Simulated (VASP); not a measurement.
# ZnCd2Se3 (P3m1) in VASP: single point with PBE

Aim: the single point of ZnCd2Se3 with PBE.

Program: VASP 6.6.1. These are calculated values, not measurements. Logs are shortened: lines on timing, memory, paths and dates and some standing lists are left out, and cuts for length are marked.

## 1. The cell of the first run

It takes space group P3m1 (No. 156, trigonal). The conventional cell has a = 4.262 Å, b = 4.262 Å, c = 21.088 Å, α = 90.00°, β = 90.00°, γ = 120.00°. Zn (site symmetry 3m) has 4 Se at 2.48 to 2.57 Å within 3.3 Å. Zn (site symmetry 3m) has 4 Se at 2.48 to 2.57 Å within 3.3 Å. Cd (site symmetry 3m) has 4 Se at 2.65 to 2.67 Å within 3.5 Å. Cd (site symmetry 3m) has 4 Se at 2.65 to 2.68 Å within 3.5 Å. Within 3.5 Å of Cd (site symmetry 3m) lie 4 Se at 2.65 to 2.68 Å. Within 3.5 Å of Cd (site symmetry 3m) lie 4 Se at 2.65 to 2.67 Å. Se (site symmetry 3m) has 4 Cd at 2.65 to 2.67 Å within 3.5 Å. Within 3.4 Å of Se (site symmetry 3m) lie 3 Zn at 2.57 Å and 1 Cd at 2.68 Å.

## 2. Single point, PBE

File INCAR:

```
ALGO = Normal
EDIFF = 1E-7
ENCUT = 520
GGA = PE
ISIF = 2
ISMEAR = 0
LASPH = T
LCHARG = F
LREAL = F
LWAVE = F
NBANDS = 66
NELM = 60
PREC = Accurate
SIGMA = 0.02
```

File KPOINTS:

```
k-points
0
Gamma
  12 12 2
```

File POSCAR:

```
ZnCd2Se3
1.0
    4.2619152893      0.0000000289      0.0000000000
   -2.1309576696      3.6909268949      0.0000000000
    0.0000000000      0.0000000000     21.0884832000
Zn Cd Se
2 4 6
Direct
    0.0000000000      0.0000000000      0.5047870000
    0.0000000000      0.0000000000      0.8312250000
    0.6666666667      0.3333333333      0.9956990000
    0.6666666667      0.3333333333      0.3430530000
    0.6666666667      0.3333333333      0.6694620000
    0.0000000000      0.0000000000      0.1692770000
    0.6666666667      0.3333333333      0.1223340000
    0.6666666667      0.3333333333      0.4701240000
    0.6666666667      0.3333333333      0.7965360000
    0.0000000000      0.0000000000      0.2959050000
    0.0000000000      0.0000000000      0.6225770000
    0.0000000000      0.0000000000      0.9490200000
```

Potentials or basis: VASP PAW PBE potentials, release 64 (Zn, Cd, Se).

The run is started by

```sh
> cat potpaw_PBE.64/Zn/POTCAR potpaw_PBE.64/Cd/POTCAR potpaw_PBE.64/Se/POTCAR > POTCAR
> mpirun -np 1 vasp_std > vasp.out
```

OUTCAR:

```text
EDIFF = 1E-7
   ENCUT = 520
   GGA = PE
   ISIF = 2
   ISMEAR = 0
   LASPH = T
   LREAL = F
   NELM = 60
   PREC = Accurate

 ion  position               nearest neighbor table
   1  0.000  0.000  0.505-  11 2.48   8 2.57   8 2.57   8 2.57
   2  0.000  0.000  0.831-  12 2.48   9 2.57   9 2.57   9 2.57
   3  0.667  0.333  0.996-  12 2.65  12 2.65  12 2.65   7 2.67
   4  0.667  0.333  0.343-  10 2.65  10 2.65  10 2.65   8 2.68
   5  0.667  0.333  0.669-  11 2.65  11 2.65  11 2.65   9 2.68
   6  0.000  0.000  0.169-   7 2.65   7 2.65   7 2.65  10 2.67
   7  0.667  0.333  0.122-   6 2.65   6 2.65   6 2.65   3 2.67
   8  0.667  0.333  0.470-   1 2.57   1 2.57   1 2.57   4 2.68
   9  0.667  0.333  0.797-   2 2.57   2 2.57   2 2.57   5 2.68
  10  0.000  0.000  0.296-   4 2.65   4 2.65   4 2.65   6 2.67
  11  0.000  0.000  0.623-   1 2.48   5 2.65   5 2.65   5 2.65
  12  0.000  0.000  0.949-   2 2.48   3 2.65   3 2.65   3 2.65

  LATTYP: Found a hexagonal cell.
 ALAT       =     4.2619152893
 C/A-ratio  =     4.9481235005

  Lattice vectors:

 A1 = (   4.2619152893,   0.0000000289,   0.0000000000)
 A2 = (  -2.1309576696,   3.6909268949,   0.0000000000)
 A3 = (   0.0000000000,   0.0000000000,  21.0884832000)

Analysis of symmetry for initial positions (statically):
=====================================================================
 Subroutine PRICEL returns:
 Original cell was already a primitive cell.

 Routine SETGRP: Setting up the symmetry group for a
 hexagonal supercell.

 Subroutine GETGRP returns: Found  6 space group operations
 (whereof  6 operations were pure point group operations)
 out of a pool of 24 trial point group operations.

The static configuration has the point symmetry C_3v.

Analysis of symmetry for dynamics (positions and initial velocities):
=====================================================================
 Subroutine PRICEL returns:
 Original cell was already a primitive cell.

 Routine SETGRP: Setting up the symmetry group for a
 hexagonal supercell.

 Subroutine GETGRP returns: Found  6 space group operations
 (whereof  6 operations were pure point group operations)
 out of a pool of 24 trial point group operations.

The dynamic configuration has the point symmetry C_3v.

 Subroutine INISYM returns: Found  6 space group operations
 (whereof  6 operations are pure point group operations),
[... 125 lines left out ...]
   TEBEG  =    0.0;   TEEND  =   0.0 temperature during run
   PSTRESS=    0.0 pullay stress
   NELECT =     108.0000    total number of electrons
   NUPDOWN=      -1.0000    fix difference up-down
   EMIN   =  10.00;   EMAX   =-10.00  energy-range for DOS
   EFERMI =   0.00;   METHOD = LEGACY
   ISMEAR =     0;   SIGMA  =   0.02  broadening in eV -4-tet -1-fermi 0-gaus
   EFERMI_NEDOS =   21; number of points for ismear=-14 and -15
   IALGO  =     38    algorithm
   IMIX   =      4    mixing-type and parameters
     AMIX     =   0.40;   BMIX     =  1.00
     AMIX_MAG =   1.60;   BMIX_MAG =  1.00
  volume/ion in A,a.u.               =      27.64       186.55
  Fermi-wavevector in a.u.,A,eV,Ry     =   1.126214  2.128236 17.257055  1.268358
  Thomas-Fermi vector in A             =   2.262895
   LORBIT       =      0    0 simple, 1 ext, 2 COOP (PROOUT), +10 PAW based schemes
   GGA     = PE    functional components
   LHFCALC =     F    Hartree Fock is set to
   AEXX    =    0.0000 exact exchange contribution
   IVDW    =     0    specifies the selected vdW correction
   LEPSILON=     F    determine dielectric tensor
   LRPA    =     F    only Hartree local field effects (RPA)
 non-spin polarized calculation
 Gauss-broadening in eV      SIGMA  =   0.02
  energy-cutoff  :      520.00
  volume of cell :      331.73
 maximum number of plane-waves:      8980
 NGX is ok and might be reduce to    32
   NGX = 15   NGY = 15   NGZ = 79

 number of electron     108.0000002 magnetization

 Free energy of the ion-electron system (eV)
  ---------------------------------------------------
  ext. energy  EPLUGINS =         0.00000000
  ---------------------------------------------------
  free energy    TOTEN  =       -33.76837643 eV

  energy without entropy =      -33.76837643  energy(sigma->0) =      -33.76837643

 E-fermi :   0.9475     XC(G=0):  -8.7972

 val. band max:        0.8340122756   @ k =   0.0000   0.0000   0.0000
 cond. band min:       1.4016551487   @ k =   0.0000   0.0000   0.0000
 fundamental gap:      0.5676428732
 Fermi energy:         0.9475214453

 k-point     1 :       0.0000    0.0000    0.0000
  band No.  band energies     occupation
      1     -11.8040      2.00000
      2     -11.7260      2.00000
      3     -11.5775      2.00000
      4     -11.4143      2.00000
      5     -11.3860      2.00000
      6     -11.2946      2.00000
[... 1645 lines left out ...]
     65       6.2918      0.00000
     66       6.4865      0.00000

 [... further k-points ...]

------------------------ aborting loop because EDIFF is reached ----------------------------------------

  FORCE on cell =-STRESS in cart. coord.  units (eV):
  Direction    XX          YY          ZZ          XY          YZ          ZX
  --------------------------------------------------------------------------------------
  -------------------------------------------------------------------------------------
  Total        0.4984548      0.4984548      0.5330717      0.0000000      0.0000000     -0.0000000
  in kB        2.4074140      2.4074140      2.5746052      0.0000000      0.0000000     -0.0000000
  external PRESSURE =       2.4631444 kB  Pullay stress =       0.0000000 kB

 VOLUME and BASIS-vectors are now :
 -----------------------------------------------------------------------------
  energy-cutoff  :      520.00
  volume of cell :      331.73
      direct lattice vectors                 reciprocal lattice vectors
     4.261915289  0.000000029  0.000000000     0.234636291  0.135467328  0.000000000
    -2.130957670  3.690926895  0.000000000    -0.000000002  0.270934653  0.000000000
     0.000000000  0.000000000 21.088483200     0.000000000  0.000000000  0.047419247

 POSITION                                       TOTAL-FORCE (eV/Angst)
 -----------------------------------------------------------------------------------
      0.00000      0.00000     10.64519         0.000000     -0.000000     -0.007582
      0.00000      0.00000     17.52927         0.000000      0.000000     -0.006284
      2.13096      1.23031     20.99778        -0.000000      0.000000      0.004151
      2.13096      1.23031      7.23447        -0.000000     -0.000000      0.004377
      2.13096      1.23031     14.11794        -0.000000      0.000000      0.003516
      0.00000      0.00000      3.56980        -0.000000      0.000000      0.002136
      2.13096      1.23031      2.57984         0.000000      0.000000     -0.002997
      2.13096      1.23031      9.91420        -0.000000      0.000000      0.014322
      2.13096      1.23031     16.79774        -0.000000      0.000000      0.013322
      0.00000      0.00000      6.24019        -0.000000      0.000000     -0.002770
      0.00000      0.00000     13.12920        -0.000000      0.000000     -0.010513
      0.00000      0.00000     20.01339        -0.000000     -0.000000     -0.011679
 -----------------------------------------------------------------------------------
    total drift:                                0.000001     -0.000001     -0.000757

  FREE ENERGIE OF THE ION-ELECTRON SYSTEM (eV)
  ---------------------------------------------------
  free  energy   TOTEN  =       -33.7683764253 eV

  energy  without entropy=      -33.7683764253  energy(sigma->0) =      -33.76837643
```

OSZICAR:

```text
N       E                     dE             d eps       ncg     rms          rms(c)
DAV:   1     0.877838828304E+03    0.87784E+03   -0.48716E+04  5016   0.159E+03
DAV:   2     0.626827748001E+02   -0.81516E+03   -0.78275E+03  5096   0.394E+02
DAV:   3    -0.321856349659E+02   -0.94868E+02   -0.93029E+02  5690   0.132E+02
DAV:   4    -0.358746205407E+02   -0.36890E+01   -0.36679E+01  5764   0.244E+01
DAV:   5    -0.359207820454E+02   -0.46162E-01   -0.46114E-01  5800   0.273E+00    0.131E+01
DAV:   6    -0.338305460481E+02    0.20902E+01   -0.45522E+00  6424   0.208E+01    0.101E+01
DAV:   7    -0.338052904089E+02    0.25256E-01   -0.28978E+00  5750   0.629E+00    0.336E+00
DAV:   8    -0.337668960679E+02    0.38394E-01   -0.30975E-01  5424   0.347E+00    0.821E-01
DAV:   9    -0.337670004860E+02   -0.10442E-03   -0.30089E-02  5582   0.947E-01    0.264E-01
DAV:  10    -0.337678728380E+02   -0.87235E-03   -0.22566E-03  5472   0.250E-01    0.102E-01
DAV:  11    -0.337682508863E+02   -0.37805E-03   -0.31463E-04  5490   0.126E-01    0.426E-02
DAV:  12    -0.337683596032E+02   -0.10872E-03   -0.12843E-04  5370   0.811E-02    0.111E-02
DAV:  13    -0.337683699945E+02   -0.10391E-04   -0.20318E-05  5936   0.252E-02    0.577E-03
DAV:  14    -0.337683747590E+02   -0.47645E-05   -0.50857E-06  5268   0.108E-02    0.246E-03
DAV:  15    -0.337683760286E+02   -0.12695E-05   -0.16048E-06  5276   0.673E-03    0.124E-03
DAV:  16    -0.337683762960E+02   -0.26740E-06   -0.28112E-07  4380   0.333E-03    0.677E-04
DAV:  17    -0.337683764089E+02   -0.11289E-06   -0.17948E-07  4106   0.159E-03    0.361E-04
DAV:  18    -0.337683764253E+02   -0.16418E-07   -0.20561E-08  3130   0.586E-04
   1 F= -.33768376E+02 E0= -.33768376E+02  d E =-.803723E-18
```

stdout:

```text
POSCAR found type information on POSCAR ZnCdSe
 POSCAR found :  3 types and      12 ions
 scaLAPACK will be used
 LDA part: xc-table for (Slater+PW92), standard interpolation
 POSCAR, INCAR and KPOINTS ok, starting setup
 FFT: planning ... GRIDC
 FFT: planning ... GRID_SOFT
 FFT: planning ... GRID
 WAVECAR not read
 entering main loop
```

Wall time 15 min (1 thread of Intel Xeon Platinum 8488C (Sapphire Rapids), shared host); peak memory 0.85 GiB.

Results:

```yaml
Free_energy: -33.7684 eV
Pressure: 0.2 GPa
Largest_force: 0.014 eV/Å
Band_gap_on_the_k_mesh: 0.57 eV
```

Forces on the atoms (eV/Å):
```
Zn   0.000  0.000 -0.008
Zn   0.000  0.000 -0.006
Cd   0.000  0.000  0.004
Cd   0.000  0.000  0.004
Cd   0.000  0.000  0.004
Cd   0.000  0.000  0.002
Se   0.000  0.000 -0.003
Se   0.000  0.000  0.014
Se   0.000  0.000  0.013
Se   0.000  0.000 -0.003
Se   0.000  0.000 -0.011
Se   0.000  0.000 -0.012
```
